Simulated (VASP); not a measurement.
MnS:

```xyz
2
Lattice="0.0000 2.6045 2.6045 2.6045 0.0000 2.6045 2.6045 2.6045 0.0000" Properties=species:S:1:pos:R:3 pbc="T T T"
Mn    0.0000    0.0000    0.0000
S     2.6045    2.6045    2.6045
```

| Quantity | Value |
| --- | --- |
| Program | VASP 6.6.1 |
| Task | relaxation of cell and atoms |
| Functional | PBEsol |
| Potentials or basis | VASP PAW PBE potentials, release 64 (Mn_pv, S) |
| Cutoff | 600 eV |
| k mesh | 9 × 9 × 9 |
| Occupations | fermi-dirac, width 0.05 eV |
| Spin | collinear spin, ferromagnetic start |
| Starting moments | [4.0, 0.0] μB |

At the start: pressure -7.2 GPa; volume 17.67 Å³/atom.

Task: How do energy, volume and symmetry change on relaxing?

Result: Over 14 steps the energy falls by 66.4 meV/atom and the volume is 14.90 Å³/atom (-15.7 %); space group Fm-3m (No. 225, to 0.1 Å) before and after; moment 3.99 μB per cell.

Step by step:
| step | energy change (eV) | largest force (eV/Å) | pressure (GPa) | volume (Å³) |
| --- | --- | --- | --- | --- |
| 1 | 0.0000 | 0.0000 | -7.18 | 35.33 |
| 2 | -0.1170 | 0.0000 | -2.45 | 31.44 |
| 3 | -0.1327 | 0.0000 | 0.27 | 29.68 |
| 4 | -0.1327 | 0.0000 | -0.20 | 29.84 |
| 5 | -0.1327 | 0.0000 | -0.22 | 29.84 |
| 6 | -0.1327 | 0.0000 | -0.18 | 29.83 |
| 7 | -0.1327 | 0.0000 | -0.18 | 29.83 |
| 8 | -0.1327 | 0.0000 | -0.17 | 29.83 |
| 9 | -0.1328 | 0.0000 | -0.16 | 29.83 |
| 10 | -0.1328 | 0.0000 | -0.19 | 29.83 |
| 11 | -0.1328 | 0.0000 | -0.19 | 29.83 |
| 12 | -0.1328 | 0.0000 | -0.15 | 29.82 |
| 13 | -0.1328 | 0.0000 | -0.12 | 29.81 |
| 14 | -0.1328 | 0.0000 | -0.07 | 29.80 |

Final structure:
```
Mn S
1.0
     0.00000    2.46059    2.46059
     2.46059    0.00000    2.46059
     2.46059    2.46059    0.00000
Mn S
1 1
Direct
  0.00000 0.00000 0.00000
  0.50000 0.50000 0.50000
```

Caveat: the volume moved by over 15 % at a fixed basis, so the end points are rough; the PAW data sets were made with another functional, which shifts forces and pressure a little; a cell with one magnetic atom can't hold antiferromagnetic order, which such compounds often take.
